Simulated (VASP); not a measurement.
Wanted: the native input for a VASP 6.6.1 run.

```yaml
Task: single point
Functional: BLYP
Dispersion: D3(BJ)
Potentials_or_basis: VASP PAW PBE potentials, release 64 (Hf_pv, C)
Cutoff: 520 eV
k_mesh: 10 × 10 × 10
Occupations: fermi-dirac, width 0.05 eV
Spin: no spin polarisation
Dipole_correction: no
Further_INCAR_settings: ALGO = Normal; EDIFF = 1e-06; NBANDS = 14
```

The structure of HfC lies in POSCAR:

```
HfC
1.0
    0.0000000000      2.3121627188      2.3121627188
    2.3121627188      0.0000000000      2.3121627188
    2.3121627188      2.3121627188      0.0000000000
Hf C
1 1
Direct
    0.5000000000      0.5000000000      0.5000000000
    0.0000000000      0.0000000000      0.0000000000
```

One way to write it, as run:

INCAR

```
SYSTEM = HfC
PREC = Accurate ; ENCUT = 520
EDIFF = 1E-6 ; ISMEAR = -1
SIGMA = 0.05 ; LREAL = .False.
LASPH = .True. ; NELM = 60
ALGO = Normal ; ISIF = 2
LWAVE = .False. ; LCHARG = .False.
GGA = B5 ; ALDAX = 1.0
AGGAX = 1.0 ; AGGAC = 1.0
ALDAC = 0.0 ; IVDW = 12
VDW_S6 = 1.0 ; VDW_S8 = 2.6996
VDW_A1 = 0.4298 ; VDW_A2 = 4.2359
NBANDS = 14
```

KPOINTS

```
Automatic mesh
0
Gamma
  10 10 10
  0 0 0
```

Potentials or basis: VASP PAW PBE potentials, release 64 (Hf_pv, C).

Run with:

```console
$ cat potpaw_PBE.64/Hf_pv/POTCAR potpaw_PBE.64/C/POTCAR > POTCAR
$ mpirun -np 1 vasp_std > vasp.out
```

It gave:

```json
{
  "Pressure": "0.2 GPa",
  "Band gap on the k mesh": "zero (bands 7 and 8 overlap by 1.37 eV)",
  "Dispersion energy per atom": "-0.861 eV"
}
```

Caveat: the PAW data sets were made with another functional, which shifts forces and pressure a little; spin-orbit coupling is left out, which moves the levels of the heavy elements.

It took 12 s on 1 thread of AMD EPYC 9R45 96-Core Processor (Zen 5), with other jobs on the host, peak memory 0.13 GiB.
